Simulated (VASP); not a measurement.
# SiC (f.blda) (F-43m) in VASP: notebook

Runs on SiC (f.blda). Level: LDA. Tasks: single point, relaxation of cell and atoms.

Program: VASP 6.6.1. These are calculated values, not measurements. Logs are shortened: lines on timing, memory, paths and dates and some standing lists are left out, and cuts for length are marked.

## 1. The cell of the first run

Symmetry: F-43m, No. 216, cubic system. The conventional cell has a = 4.360 Å, b = 4.360 Å, c = 4.360 Å, α = 90.00°, β = 90.00°, γ = 90.00°. Si (site symmetry -43m) has 4 C at 1.89 Å within 2.5 Å. C (site symmetry -43m) has 4 Si at 1.89 Å within 2.5 Å.

## 2. Single point, LDA

The input, INCAR:

```
SYSTEM = SiC
ALGO = Normal
EDIFF = 1E-6
ENCUT = 600
GGA = CA
GGA_COMPAT = .False.
ISIF = 2
ISMEAR = 0
LASPH = .True.
LCHARG = .True.
LELF = .True.
LREAL = .False.
LVHAR = .True.
LWAVE = .False.
NBANDS = 11
NELM = 120
PREC = Accurate
SIGMA = 0.1
```

The input, KPOINTS:

```
k-points
0
Gamma
  8 8 8
  0 0 0
```

The input, POSCAR:

```
SiC
1.0
    0.0000000000      2.1800000000      2.1800000000
    2.1800000000      0.0000000000      2.1800000000
    2.1800000000      2.1800000000      0.0000000000
Si C
1 1
Direct
    0.0000000000      0.0000000000      0.0000000000
    0.2500000000      0.2500000000      0.2500000000
```

Potentials or basis: VASP PAW LDA potentials, release 64 (Si, C).

Launch:

```bash
$ cat potpaw_LDA.64/Si/POTCAR potpaw_LDA.64/C/POTCAR > POTCAR
$ mpirun -np 1 vasp_std > vasp.out
```

OUTCAR:

```text
SYSTEM = SiC
   EDIFF = 1E-6
   ENCUT = 600
   GGA = CA
   ISIF = 2
   ISMEAR = 0
   LASPH = .True.
   LREAL = .False.
   NELM = 120
   PREC = Accurate

 ion  position               nearest neighbor table
   1  0.000  0.000  0.000-   2 1.89   2 1.89   2 1.89   2 1.89
   2  0.250  0.250  0.250-   1 1.89   1 1.89   1 1.89   1 1.89

  LATTYP: Found a face centered cubic cell.
 ALAT       =     4.3600000000

  Lattice vectors:

 A1 = (   0.0000000000,   2.1800000000,   2.1800000000)
 A2 = (   2.1800000000,   0.0000000000,   2.1800000000)
 A3 = (   2.1800000000,   2.1800000000,   0.0000000000)

Analysis of symmetry for initial positions (statically):
=====================================================================
 Subroutine PRICEL returns:
 Original cell was already a primitive cell.

 Routine SETGRP: Setting up the symmetry group for a
 face centered cubic supercell.

 Subroutine GETGRP returns: Found 24 space group operations
 (whereof 24 operations were pure point group operations)
 out of a pool of 48 trial point group operations.

The static configuration has the point symmetry T_d .

Analysis of symmetry for dynamics (positions and initial velocities):
=====================================================================
 Subroutine PRICEL returns:
 Original cell was already a primitive cell.

 Routine SETGRP: Setting up the symmetry group for a
 face centered cubic supercell.

 Subroutine GETGRP returns: Found 24 space group operations
 (whereof 24 operations were pure point group operations)
 out of a pool of 48 trial point group operations.

The dynamic configuration has the point symmetry T_d .

 Subroutine INISYM returns: Found 24 space group operations
 (whereof 24 operations are pure point group operations),
 and found     1 'primitive' translations

----------------------------------------------------------------------------------------

                                     Primitive cell

  volume of cell :      20.7205

  direct lattice vectors                    reciprocal lattice vectors
     0.000000000  2.180000000  2.180000000    -0.229357798  0.229357798  0.229357798
     2.180000000  0.000000000  2.180000000     0.229357798 -0.229357798  0.229357798
     2.180000000  2.180000000  0.000000000     0.229357798  0.229357798 -0.229357798

  length of vectors
     3.082985566  3.082985566  3.082985566     0.397259360  0.397259360  0.397259360

  position of ions in fractional coordinates (direct lattice)
     0.000000000  0.000000000  0.000000000
     0.250000000  0.250000000  0.250000000

  ion indices of the primitive-cell ions
   primitive index   ion index
                 1           1
                 2           2

----------------------------------------------------------------------------------------

 KPOINTS: k-points

Automatic generation of k-mesh.
 Grid dimensions read from file:
 generate k-points for:    8    8    8

 Generating k-lattice:

  Cartesian coordinates                     Fractional coordinates (reciprocal lattice)
    -0.028669725  0.028669725  0.028669725     0.125000000  0.000000000  0.000000000
     0.028669725 -0.028669725  0.028669725     0.000000000  0.125000000  0.000000000
     0.028669725  0.028669725 -0.028669725     0.000000000  0.000000000  0.125000000

  Length of vectors
     0.049657420  0.049657420  0.049657420

  Shift w.r.t. Gamma in fractional coordinates (k-lattice)
     0.000000000  0.000000000  0.000000000

 Subroutine IBZKPT returns following result:
 ===========================================

 Found     29 irreducible k-points:

 Following reciprocal coordinates:
            Coordinates               Weight
  0.000000  0.000000  0.000000      1.000000
  0.125000  0.000000  0.000000      8.000000
  0.250000  0.000000  0.000000      8.000000
  0.375000  0.000000  0.000000      8.000000
  0.500000  0.000000  0.000000      4.000000
  0.125000  0.125000  0.000000      6.000000
[... 16 lines left out ...]
  0.500000  0.250000  0.125000     48.000000
 -0.375000  0.250000  0.125000     24.000000
 [... further k-points ...]
   k-points           NKPTS =     29   k-points in BZ     NKDIM =     29   number of bands    NBANDS=     11
   number of dos      NEDOS =    301   number of ions     NIONS =      2
   total plane-waves  NPLWV =  21952
   dimension x,y,z NGX =    28 NGY =   28 NGZ =   28
   dimension x,y,z NGXF=    56 NGYF=   56 NGZF=   56
   ions per type =               1   1
   NGX,Y,Z   is equivalent  to a cutoff of  15.10, 15.10, 15.10 a.u.
   NGXF,Y,Z  is equivalent  to a cutoff of  30.20, 30.20, 30.20 a.u.
 SYSTEM =  SiC
   PREC   = accura    normal or accurate (medium, high low for compatibility)
   ISTART =      0    job   : 0-new  1-cont  2-samecut
   ICHARG =      2    charge: 1-file 2-atom 10-const
   ISPIN  =      1    spin polarized calculation?
   LNONCOLLINEAR =      F non collinear calculations
   LSORBIT =      F    spin-orbit coupling
   LASPH  =      T    aspherical Exc in radial PAW
   ENCUT  =  600.0 eV  44.10 Ry    6.64 a.u.   6.16  6.16  6.16*2*pi/ulx,y,z
   NELM   =    120;   NELMIN=  2; NELMDL= -5     # of ELM steps
   EDIFF  = 0.1E-05   stopping-criterion for ELM
   LREAL  =      F    real-space projection
   EDIFFG = 0.1E-04   stopping-criterion for IOM
   NSW    =      0    number of steps for IOM
   IBRION =     -1    ionic relax: 0-MD 1-quasi-New 2-CG
   NFREE  =      0    steps in history (QN), initial steepest desc. (CG)
   ISIF   =      2    stress and relaxation
   ISYM   =      2    0-nonsym 1-usesym 2-fastsym
   POTIM  = 0.5000    time-step for ionic-motion
   TEBEG  =    0.0;   TEEND  =   0.0 temperature during run
   PSTRESS=    0.0 pullay stress
   NELECT =       8.0000    total number of electrons
   NUPDOWN=      -1.0000    fix difference up-down
   EMIN   =  10.00;   EMAX   =-10.00  energy-range for DOS
   EFERMI =   0.00;   METHOD = LEGACY
   ISMEAR =     0;   SIGMA  =   0.10  broadening in eV -4-tet -1-fermi 0-gaus
   EFERMI_NEDOS =   21; number of points for ismear=-14 and -15
   IALGO  =     38    algorithm
   IMIX   =      4    mixing-type and parameters
     AMIX     =   0.40;   BMIX     =  1.00
     AMIX_MAG =   1.60;   BMIX_MAG =  1.00
  volume/ion in A,a.u.               =      10.36        69.91
  Fermi-wavevector in a.u.,A,eV,Ry     =   1.192079  2.252702 19.334588  1.421052
  Thomas-Fermi vector in A             =   2.328126
   LORBIT       =      0    0 simple, 1 ext, 2 COOP (PROOUT), +10 PAW based schemes
   GGA     = CA    functional components
   LHFCALC =     F    Hartree Fock is set to
   AEXX    =    0.0000 exact exchange contribution
   IVDW    =     0    specifies the selected vdW correction
   LEPSILON=     F    determine dielectric tensor
   LRPA    =     F    only Hartree local field effects (RPA)
 non-spin polarized calculation
 Gauss-broadening in eV      SIGMA  =   0.10
  energy-cutoff  :      600.00
  volume of cell :       20.72
 maximum number of plane-waves:       701
 NGX is ok and might be reduce to    28
   NGX = 13   NGY = 13   NGZ = 13

 number of electron       8.0000000 magnetization

 Free energy of the ion-electron system (eV)
  ---------------------------------------------------
  ext. energy  EPLUGINS =         0.00000000
  ---------------------------------------------------
  free energy    TOTEN  =       -16.63816459 eV

  energy without entropy =      -16.63816459  energy(sigma->0) =      -16.63816459

 E-fermi :   8.5551     XC(G=0): -11.5506

 val. band max:        8.0460628912   @ k =   0.0000   0.0000   0.0000
 cond. band min:       9.3514913352   @ k =   0.5000   0.5000   0.0000
 fundamental gap:      1.3054284440
 Fermi energy:         8.5550990923

 k-point     1 :       0.0000    0.0000    0.0000
  band No.  band energies     occupation
      1      -7.2592      2.00000
      2       8.0461      2.00000
      3       8.0461      2.00000
      4       8.0461      2.00000
      5      14.3209      0.00000
      6      15.2283      0.00000
      7      15.2283      0.00000
      8      15.2283      0.00000
      9      22.4977      0.00000
     10      22.4977      0.00000
     11      24.1946      0.00000

 k-point     2 :       0.1250    0.0000    0.0000
  band No.  band energies     occupation
      1      -6.9538      2.00000
      2       6.5763      2.00000
      3       7.8440      2.00000
      4       7.8440      2.00000
      5      14.4879      0.00000
      6      15.5782      0.00000
      7      15.5782      0.00000
      8      15.7904      0.00000
      9      21.2620      0.00000
     10      21.2620      0.00000
     11      23.8826      0.00000

 k-point     3 :       0.2500    0.0000    0.0000
  band No.  band energies     occupation
      1      -6.0593      2.00000
      2       3.7776      2.00000
      3       7.4380      2.00000
      4       7.4380      2.00000
      5      13.9759      0.00000
      6      15.8340      0.00000
      7      15.8340      0.00000
      8      17.2860      0.00000
      9      21.0747      0.00000
     10      21.0747      0.00000
     11      22.9853      0.00000

 k-point     4 :       0.3750    0.0000    0.0000
  band No.  band energies     occupation
      1      -4.6918      2.00000
      2       1.0319      2.00000
      3       7.1107      2.00000
      4       7.1107      2.00000
      5      13.5640      0.00000
      6      15.4189      0.00000
      7      15.4189      0.00000
      8      17.9276      0.00000
      9      23.0250      0.00000
     10      23.0250      0.00000
     11      23.3411      0.00000
[... 239 lines left out ...]
 k-point    22 :       0.3750    0.2500    0.1250
  band No.  band energies     occupation
      1      -5.2811      2.00000
      2       3.6053      2.00000
      3       5.1744      2.00000
      4       6.7701      2.00000
      5      13.3191      0.00000
      6      15.5670      0.00000
      7      16.4095      0.00000
      8      17.9739      0.00000
      9      20.1651      0.00000
     10      23.8854      0.00000
     11      27.3252      0.00000

 k-point    23 :       0.5000    0.2500    0.1250
  band No.  band energies     occupation
      1      -3.9642      2.00000
      2       1.5578      2.00000
      3       4.4445      2.00000
      4       6.1166      2.00000
      5      13.2610      0.00000
      6      15.5410      0.00000
      7      17.1168      0.00000
      8      18.3648      0.00000
      9      21.2634      0.00000
     10      24.3519      0.00000
     11      27.2003      0.00000

 k-point    24 :      -0.3750    0.2500    0.1250
  band No.  band energies     occupation
      1      -2.9880      2.00000
      2       0.2085      2.00000
      3       4.3385      2.00000
      4       5.7778      2.00000
      5      13.2021      0.00000
      6      15.2302      0.00000
      7      18.0615      0.00000
      8      18.8940      0.00000
      9      21.2900      0.00000
     10      24.1123      0.00000
     11      27.1620      0.00000

 [... further k-points ...]
[... 5 lines left out ...]
  --------------------------------------------------------------------------------------
  -------------------------------------------------------------------------------------
  Total       -0.5771814     -0.5771814     -0.5771814     -0.0000000     -0.0000000     -0.0000000
  in kB      -44.6296480    -44.6296480    -44.6296480     -0.0000000     -0.0000000     -0.0000000
  external PRESSURE =     -44.6296480 kB  Pullay stress =       0.0000000 kB

 VOLUME and BASIS-vectors are now :
 -----------------------------------------------------------------------------
  energy-cutoff  :      600.00
  volume of cell :       20.72
      direct lattice vectors                 reciprocal lattice vectors
     0.000000000  2.180000000  2.180000000    -0.229357798  0.229357798  0.229357798
     2.180000000  0.000000000  2.180000000     0.229357798 -0.229357798  0.229357798
     2.180000000  2.180000000  0.000000000     0.229357798  0.229357798 -0.229357798

 POSITION                                       TOTAL-FORCE (eV/Angst)
 -----------------------------------------------------------------------------------
      0.00000      0.00000      0.00000         0.000000     -0.000000      0.000000
      1.09000      1.09000      1.09000         0.000000      0.000000     -0.000000
 -----------------------------------------------------------------------------------
    total drift:                               -0.000000     -0.000000     -0.000000

  FREE ENERGIE OF THE ION-ELECTRON SYSTEM (eV)
  ---------------------------------------------------
  free  energy   TOTEN  =       -16.6381645906 eV

  energy  without entropy=      -16.6381645906  energy(sigma->0) =      -16.63816459
```

Run time: 8.6 s. Hardware: 1 thread of Intel Xeon 6975P-C, shared host; peak memory 0.14 GiB.

Results:

```
Free energy            : -16.6382 eV
Pressure               : -4.5 GPa
Band gap on the k mesh : 1.31 eV, indirect (least direct gap 4.50 eV)
```

A k mesh can miss the band edges. LDA gaps usually lie below the measured ones, often by a third to a half.

[end of part 1 of 2]
